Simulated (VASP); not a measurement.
Wanted: the native input for a VASP 6.6.1 run.

```
Task                   : single point
Functional             : PBE
Potentials or basis    : VASP PAW PBE potentials, release 64 (Ba_sv, Ti_sv, O)
Cutoff                 : 520 eV
k mesh                 : 8 × 8 × 8
Occupations            : gaussian, width 0.02 eV
Spin                   : no spin polarisation
Dipole correction      : no
Further INCAR settings : ALGO = Normal; EDIFF = 1e-07; NBANDS = 28
```

The structure of BaTiO3 lies in POSCAR:

```
BaTiO3
1.0
    4.0192509343      0.0000000000      0.0000000000
    0.0000000000      4.0192509343      0.0000000000
    0.0000000000      0.0000000000      4.0594434436
Ba Ti O
1 1 3
Direct
    0.5000000000      0.5000000000      0.5000000000
    0.0000000000      0.0000000000      0.0000000000
    0.5000000000      0.0000000000      0.0000000000
    0.0000000000      0.5000000000      0.0000000000
    0.0000000000      0.0000000000      0.5000000000
```

This cell differs from its parent crystal: strain along c alone, the other axes held: +1.0 %.

One way to write it, as run:

INCAR

```
PREC = Accurate ; ENCUT = 520
EDIFF = 1E-7 ; ISMEAR = 0
SIGMA = 0.02 ; LREAL = False
LASPH = True ; NELM = 60
ALGO = Normal ; ISIF = 2
LWAVE = False ; LCHARG = True
GGA = PE ; LELF = True
LVHAR = True ; NBANDS = 28
```

KPOINTS

```
regular mesh
0
Gamma
  8 8 8
```

Potentials or basis: VASP PAW PBE potentials, release 64 (Ba_sv, Ti_sv, O).

Command:

```sh
$ cat potpaw_PBE.64/Ba_sv/POTCAR potpaw_PBE.64/Ti_sv/POTCAR potpaw_PBE.64/O/POTCAR > POTCAR
$ mpirun -np 1 vasp_std > vasp.out
```

It gave:

```yaml
Pressure: 0.1 GPa
Band_gap_on_the_k_mesh: 1.68 eV (least direct gap 1.86 eV)
```

Caveat: the cell differs from its parent crystal (strain along c alone, the other axes held: +1.0 %); spin-orbit coupling is left out, which moves the levels of the heavy elements.

Wall time 100 s on 1 thread of AMD EPYC 9R14 (Zen 4), on a shared host, peak memory 0.24 GiB.
